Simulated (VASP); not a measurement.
# Ge (Cmcm) in VASP: notebook

Runs on Ge. Level: PBEsol+D4. Tasks: single point.

Everything below comes from runs of VASP 6.6.1. Logs are shortened: lines on timing, memory, paths and dates and some standing lists are left out, and cuts for length are marked.

## Step 1: The cell of the first run

Symmetry: Cmcm, No. 63, orthorhombic system. The conventional cell has a = 2.976 Å, b = 5.189 Å, c = 4.728 Å, α = 90.00°, β = 90.00°, γ = 90.00°. Within 3.9 Å of Ge (site symmetry m2m) lie 12 Ge at 2.92 to 2.99 Å.

## Step 2: Single point, PBEsol+D4

File INCAR:

```
SYSTEM = Ge
ALGO = Normal ; EDIFF = 1E-6
ENCUT = 520 ; GGA = PS
ISIF = 2 ; ISMEAR = 1
IVDW = 13 ; LASPH = .True.
LCHARG = .False. ; LREAL = .False.
LWAVE = .False. ; NBANDS = 21
NELM = 80 ; PREC = Accurate
SIGMA = 0.1
```

File KPOINTS:

```
k-points
0
Gamma
  11 11 6
  0 0 0
```

File POSCAR:

```
Ge
1.0
    1.4880530000     -2.5946900000      0.0000000000
    1.4880530000      2.5946900000      0.0000000000
    0.0000000000      0.0000000000      4.7275960000
Ge
2
Direct
    0.6665530000      0.3334470000      0.2500000000
    0.3334470000      0.6665530000      0.7500000000
```

Potentials or basis: VASP PAW PBE potentials, release 64 (Ge_d).

Command:

```bash
> cat potpaw_PBE.64/Ge_d/POTCAR > POTCAR
> mpirun -np 1 vasp_std > vasp.out
```

OUTCAR:

```text
SYSTEM = Ge
   EDIFF = 1E-6
   ENCUT = 520
   GGA = PS
   ISIF = 2
   ISMEAR = 1
   IVDW = 13
   LASPH = .True.
   LREAL = .False.
   NELM = 80
   PREC = Accurate

 ion  position               nearest neighbor table
   1  0.667  0.333  0.250-
   2  0.333  0.667  0.750-

  LATTYP: Found a base centered orthorhombic cell.
 ALAT       =     2.9761060000
 B/A-ratio  =     1.7436811726
 C/A-ratio  =     1.5885173445

  Lattice vectors:

 A1 = (   1.4880530000,  -2.5946900000,   0.0000000000)
 A2 = (   1.4880530000,   2.5946900000,   0.0000000000)
 A3 = (   0.0000000000,   0.0000000000,   4.7275960000)

Analysis of symmetry for initial positions (statically):
=====================================================================
 Subroutine PRICEL returns:
 Original cell was already a primitive cell.

 Routine SETGRP: Setting up the symmetry group for a
 base centered orthorhombic supercell.

 Subroutine GETGRP returns: Found  8 space group operations
 (whereof  4 operations were pure point group operations)
 out of a pool of  8 trial point group operations.

The static configuration has the point symmetry C_2h.
 The point group associated with its full space group is D_2h.

Analysis of symmetry for dynamics (positions and initial velocities):
=====================================================================
 Subroutine PRICEL returns:
 Original cell was already a primitive cell.

 Routine SETGRP: Setting up the symmetry group for a
 base centered orthorhombic supercell.

 Subroutine GETGRP returns: Found  8 space group operations
 (whereof  4 operations were pure point group operations)
 out of a pool of  8 trial point group operations.

The dynamic configuration has the point symmetry C_2h.
 The point group associated with its full space group is D_2h.

 Subroutine INISYM returns: Found  8 space group operations
 (whereof  4 operations are pure point group operations),
 and found     1 'primitive' translations

----------------------------------------------------------------------------------------

                                     Primitive cell

  volume of cell :      36.5068

  direct lattice vectors                    reciprocal lattice vectors
     1.488053000 -2.594690000  0.000000000     0.336009537 -0.192701248  0.000000000
     1.488053000  2.594690000  0.000000000     0.336009537  0.192701248  0.000000000
     0.000000000  0.000000000  4.727596000     0.000000000  0.000000000  0.211523997
[... 81 lines left out ...]
   LASPH  =      T    aspherical Exc in radial PAW
   ENCUT  =  520.0 eV  38.22 Ry    6.18 a.u.   5.56  5.56  8.79*2*pi/ulx,y,z
   NELM   =     80;   NELMIN=  2; NELMDL= -5     # of ELM steps
   EDIFF  = 0.1E-05   stopping-criterion for ELM
   LREAL  =      F    real-space projection
   EDIFFG = 0.1E-04   stopping-criterion for IOM
   NSW    =      0    number of steps for IOM
   IBRION =     -1    ionic relax: 0-MD 1-quasi-New 2-CG
   NFREE  =      0    steps in history (QN), initial steepest desc. (CG)
   ISIF   =      2    stress and relaxation
   ISYM   =      2    0-nonsym 1-usesym 2-fastsym
   POTIM  = 0.5000    time-step for ionic-motion
   TEBEG  =    0.0;   TEEND  =   0.0 temperature during run
   PSTRESS=    0.0 pullay stress
   NELECT =      28.0000    total number of electrons
   NUPDOWN=      -1.0000    fix difference up-down
   EMIN   =  10.00;   EMAX   =-10.00  energy-range for DOS
   EFERMI =   0.00;   METHOD = LEGACY
   ISMEAR =     1;   SIGMA  =   0.10  broadening in eV -4-tet -1-fermi 0-gaus
   EFERMI_NEDOS =   21; number of points for ismear=-14 and -15
   IALGO  =     38    algorithm
   IMIX   =      4    mixing-type and parameters
     AMIX     =   0.40;   BMIX     =  1.00
     AMIX_MAG =   1.60;   BMIX_MAG =  1.00
  volume/ion in A,a.u.               =      18.25       123.18
  Fermi-wavevector in a.u.,A,eV,Ry     =   1.498544  2.831837 30.553698  2.245633
  Thomas-Fermi vector in A             =   2.610289
   LORBIT       =      0    0 simple, 1 ext, 2 COOP (PROOUT), +10 PAW based schemes
   GGA     = PS    functional components
   LHFCALC =     F    Hartree Fock is set to
   AEXX    =    0.0000 exact exchange contribution
   IVDW    =    13    specifies the selected vdW correction
   LEPSILON=     F    determine dielectric tensor
   LRPA    =     F    only Hartree local field effects (RPA)
 non-spin polarized calculation
 Methfessel and Paxton  Order N= 1 SIGMA  =   0.10
  energy-cutoff  :      520.00
  volume of cell :       36.51
 maximum number of plane-waves:      1014
   NGX = 11   NGY = 11   NGZ = 17

 number of electron      28.0000012 magnetization

 Free energy of the ion-electron system (eV)
  ---------------------------------------------------
  ext. energy  EPLUGINS =         0.00000000
  ---------------------------------------------------
  free energy    TOTEN  =        -9.31780622 eV

  energy without entropy =       -9.31853939  energy(sigma->0) =       -9.31805061

 E-fermi :   7.0145     XC(G=0): -11.6053

 val. band max:        6.9691133277   @ k =   0.1818   0.1818   0.0000
 cond. band min:       7.0194333272   @ k =  -0.3636   0.2727   0.3333
 fundamental gap:      0.0503199995
 Fermi energy:         7.0145077765

 k-point     1 :       0.0000    0.0000    0.0000
  band No.  band energies     occupation
      1     -17.6498      2.00000
      2     -17.6472      2.00000
      3     -17.6437      2.00000
      4     -17.6385      2.00000
      5     -17.6362      2.00000
      6     -17.6348      2.00000
[... 565 lines left out ...]
     20      20.0893      0.00000
     21      21.2205      0.00000

 [... further k-points ...]

------------------------ aborting loop because EDIFF is reached ----------------------------------------

  DFT-D4 for vdW energy calculation

  Edisp (eV):   -0.45772

  FORCE on cell =-STRESS in cart. coord.  units (eV):
  Direction    XX          YY          ZZ          XY          YZ          ZX
  --------------------------------------------------------------------------------------
  -------------------------------------------------------------------------------------
  Total      -0.89636    -0.80760     0.63981     0.00000    -0.00000     0.00000
  in kB     -39.33845   -35.44329    28.07951     0.00000    -0.00000     0.00000
  external pressure =      -15.57 kB  Pullay stress =        0.00 kB

 VOLUME and BASIS-vectors are now :
 -----------------------------------------------------------------------------
  energy-cutoff  :      520.00
  volume of cell :       36.51
      direct lattice vectors                 reciprocal lattice vectors
     1.488053000 -2.594690000  0.000000000     0.336009537 -0.192701248  0.000000000
     1.488053000  2.594690000  0.000000000     0.336009537  0.192701248  0.000000000
     0.000000000  0.000000000  4.727596000     0.000000000  0.000000000  0.211523997

 POSITION                                       TOTAL-FORCE (eV/Angst)
 -----------------------------------------------------------------------------------
      1.48805     -0.86431      1.18190         0.000000      0.007838     -0.000000
      1.48805      0.86431      3.54570         0.000000     -0.007838      0.000000
 -----------------------------------------------------------------------------------
    total drift:                               -0.000000     -0.000000     -0.000000

  FREE ENERGIE OF THE ION-ELECTRON SYSTEM (eV)
  ---------------------------------------------------
  free  energy   TOTEN  =        -9.7755214694 eV

  energy  without entropy=       -9.7762546363  energy(sigma->0) =       -9.77576586
```

stdout:

```text
POSCAR found type information on POSCAR Ge
 POSCAR found :  1 types and       2 ions
 scaLAPACK will be used
 -----------------------------------------------------------------------------
|                                                                             |
|                                                                             |
|     You enforced a specific xc type in the INCAR file but a different       |
|     I HOPE YOU KNOW WHAT YOU ARE DOING!                                     |
|                                                                             |
 -----------------------------------------------------------------------------

 LDA part: xc-table for (Slater+PW92), standard interpolation
 POSCAR, INCAR and KPOINTS ok, starting setup
 FFT: planning ... GRIDC
 FFT: planning ... GRID_SOFT
 FFT: planning ... GRID
 WAVECAR not read
 entering main loop
```

Wall time 61 s (1 thread of AMD EPYC 7R13 (Zen 3), shared host); peak memory 0.18 GiB.

What came out:

```
Free energy                : -9.7755 eV
Pressure                   : -1.6 GPa
Largest force              : 0.008 eV/Å
Band gap on the k mesh     : zero (band 14 reaches 13.67 eV, above the bottom of band 15 at 4.30 eV)
Dispersion energy per atom : -0.229 eV
```

Forces on the atoms (eV/Å):
```
Ge   0.000  0.008  0.000
Ge   0.000 -0.008  0.000
```

Caveat: the PAW data sets were made with another functional, which shifts forces and pressure a little; pairwise dispersion overbinds metals, which lowers pressure and volume.

## Step 3: Single point, PBEsol+D4

File INCAR:

```
PREC     = Accurate       # precision mode
ENCUT    = 520            # plane-wave cutoff, eV
EDIFF    = 1E-6           # SCF threshold, eV
ISMEAR   = 1              # smearing method
SIGMA    = 0.1            # smearing width, eV
LREAL    = False          # projectors in reciprocal space
LASPH    = True           # aspherical terms in the spheres
NELM     = 80             # most SCF steps
ALGO     = Normal         # electronic algorithm
ISIF     = 2              # what is computed and relaxed
LWAVE    = False          # write WAVECAR
LCHARG   = False          # write CHGCAR
GGA      = PS             # functional
IVDW     = 13             # dispersion correction
NBANDS   = 21             # bands
```

File KPOINTS:

```
regular mesh
0
Gamma
  11 11 6
```

POSCAR is that of step 2.

Potentials or basis: VASP PAW PBE potentials, release 64 (Ge_d).

Command:

```bash
> cat potpaw_PBE.64/Ge_d/POTCAR > POTCAR
> mpirun -np 1 vasp_std > vasp.out
```

It took 65 s on 1 thread of AMD EPYC 7R13 (Zen 3), shared host; peak memory 0.18 GiB.

The run converged. Its results:

| Item | Value |
| --- | --- |
| Free energy | -9.7755 eV |
| Pressure | -1.6 GPa |
| Largest force | 0.008 eV/Å |
| Band gap on the k mesh | zero (band 14 reaches 13.67 eV, above the bottom of band 15 at 4.30 eV) |
| Dispersion energy per atom | -0.229 eV |

Forces on the atoms (eV/Å):
```
Ge   0.000  0.008  0.000
Ge   0.000 -0.008  0.000
```

Stress tensor (GPa, compression positive):
```
-3.93  0.00  0.00
 0.00 -3.54  0.00
 0.00  0.00  2.81
```

Levels at points of the mesh, in eV from the Fermi level:
| k point | band 11 | band 12 | band 13 | band 14 | band 15 | band 16 | band 17 | band 18 |
| --- | --- | --- | --- | --- | --- | --- | --- | --- |
| (0.00, 0.00, 0.00) | -13.47 | -7.57 | -5.63 | 6.51 | 6.62 | 8.59 | 8.71 | 10.02 |
| (0.00, 0.00, 0.50) | -11.79 | -11.79 | 1.78 | 1.78 | 7.65 | 7.65 | 7.76 | 7.76 |

Caveat: the PAW data sets were made with another functional, which shifts forces and pressure a little; pairwise dispersion overbinds metals, which lowers pressure and volume.
